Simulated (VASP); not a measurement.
Wanted: the native input for a VASP 6.6.1 run.

| Property | Result |
| --- | --- |
| Task | single point |
| Functional | r2SCAN |
| Potentials or basis | VASP PAW PBE potentials, release 64 (Mo_sv, Rh_pv) |
| Cutoff | 520 eV |
| k mesh | 18 × 18 × 10 |
| Occupations | gaussian, width 0.1 eV |
| Spin | no spin polarisation |
| Dipole correction | no |
| Further INCAR settings | ALGO = Normal; EDIFF = 1e-07; NBANDS = 22 |

MoRh:

```
CELL_PARAMETERS angstrom
2.75966 0.00000 0.00000
-1.37983 2.38994 0.00000
0.00000 0.00000 4.40663
ATOMIC_POSITIONS crystal
Mo 0.00000 0.00000 0.50000
Rh 0.33333 0.66667 0.00000
```

One way to write it, as run:

POSCAR

```
MoRh
1.0
    2.7596601015      0.0000000000      0.0000000000
   -1.3798300508      2.3899357537      0.0000000000
    0.0000000000      0.0000000000      4.4066308728
Mo Rh
1 1
Direct
    0.0000000000      0.0000000000      0.5000000000
    0.3333333333      0.6666666667      0.0000000000
```

INCAR.step1

```
SYSTEM = MoRh
  PREC = Accurate
  ENCUT = 520
  ISMEAR = 0
  SIGMA = 0.1
  LREAL = .False.
  LASPH = .True.
  NELM = 100
  NBANDS = 22
  GGA = PE
  ALGO = Normal
  EDIFF = 1E-4
  LWAVE = .True.
  LCHARG = .False.
```

INCAR.step2

```
SYSTEM = MoRh
  PREC = Accurate
  ENCUT = 520
  EDIFF = 1E-7
  ISMEAR = 0
  SIGMA = 0.1
  LREAL = .False.
  LASPH = .True.
  NELM = 100
  ALGO = Normal
  ISIF = 2
  LWAVE = .False.
  LCHARG = .True.
  METAGGA = R2SCAN
  LMIXTAU = .True.
  LELF = .True.
  LVHAR = .True.
  NBANDS = 22
  ISTART = 1
```

KPOINTS

```
regular mesh
0
Gamma
  18 18 10
  0 0 0
```

Potentials or basis: VASP PAW PBE potentials, release 64 (Mo_sv, Rh_pv).

Run with:

```sh
$ cat potpaw_PBE.64/Mo_sv/POTCAR potpaw_PBE.64/Rh_pv/POTCAR > POTCAR
$ cp INCAR.step1 INCAR
$ mpirun -np 1 vasp_std > vasp.out
$ cp INCAR.step2 INCAR
$ mpirun -np 1 vasp_std > vasp.out
```

Results of the run:

```yaml
Pressure: 1.2 GPa
```

Caveat: the PAW data sets were made with another functional, which shifts forces and pressure a little.

It took 7.3 min on 1 thread of Intel(R) Xeon(R) Platinum 8259CL CPU @ 2.50GHz (Skylake/Cascade Lake) (shared host), peak memory 0.27 GiB.
